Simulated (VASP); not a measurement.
Write the native input for VASP 6.6.1 that does the following.

```
Task                   : single point
Functional             : PBE
Potentials or basis    : VASP PAW PBE potentials, release 64 (Lu, Ti_sv, F)
Cutoff                 : 520 eV
k mesh                 : 4 × 4 × 4
Occupations            : gaussian, width 0.1 eV
Spin                   : collinear spin, ferromagnetic start
Starting moments       : [0.0, 1.0, 0.0, 0.0, 0.0] μB
Dipole correction      : no
Further INCAR settings : ALGO = Normal; EDIFF = 1e-07; NBANDS = 41
```

The structure of LuTiF3 lies in POSCAR:

```
LuTiF3
1.0
    4.0953936500      0.0000000000      0.0000000000
    0.0000000000      4.0953936500      0.0000000000
    0.0000000000      0.0000000000      4.0953936500
Lu Ti F
1 1 3
Direct
    0.5000000000      0.5000000000      0.5000000000
    0.0000000000      0.0000000000      0.0000000000
    0.0000000000      0.5000000000      0.0000000000
    0.0000000000      0.0000000000      0.5000000000
    0.5000000000      0.0000000000      0.0000000000
```

The input as run:

INCAR

```
SYSTEM = LuTiF3
ALGO     = Normal         ! electronic algorithm
EDIFF    = 1E-7           ! SCF threshold, eV
ENCUT    = 520            ! plane-wave cutoff, eV
GGA      = PE             ! functional
ISIF     = 2              ! what is computed and relaxed
ISMEAR   = 0              ! smearing method
ISPIN    = 2              ! spin polarisation
LASPH    = .True.         ! aspherical terms in the spheres
LCHARG   = .False.        ! write CHGCAR
LMAXMIX  = 4              ! l up to which the mixer works
LORBIT   = 11             ! projections on sites
LREAL    = .False.        ! projectors in reciprocal space
LWAVE    = .False.        ! write WAVECAR
MAGMOM   = 0 1 0 0 0      ! initial moments
NBANDS   = 41             ! bands
NELM     = 150            ! most SCF steps
PREC     = Accurate       ! precision mode
SIGMA    = 0.1            ! smearing width, eV
```

KPOINTS

```
k-points
0
Gamma
  4 4 4
  0 0 0
```

Potentials or basis: VASP PAW PBE potentials, release 64 (Lu, Ti_sv, F).

Command:

```sh
$ cat potpaw_PBE.64/Lu/POTCAR potpaw_PBE.64/Ti_sv/POTCAR potpaw_PBE.64/F/POTCAR > POTCAR
$ mpirun -np 1 vasp_std > vasp.out
```

Results of the run:

| Quantity | Value |
| --- | --- |
| Pressure | 11.8 GPa |
| Net moment | 3.00 μB per cell |
| Site moments | Lu +0.55; Ti +1.62; F +0.04 μB |
| Valence electrons inside the program's atomic spheres | Lu 23.01; Ti 10.33; F 6.10 |

Caveat: the k points lie up to 0.38 Å⁻¹ apart.

It took 68 s on 1 thread of Intel(R) Xeon(R) Platinum 8488C (Sapphire Rapids), with other jobs on the host, peak memory 0.22 GiB.
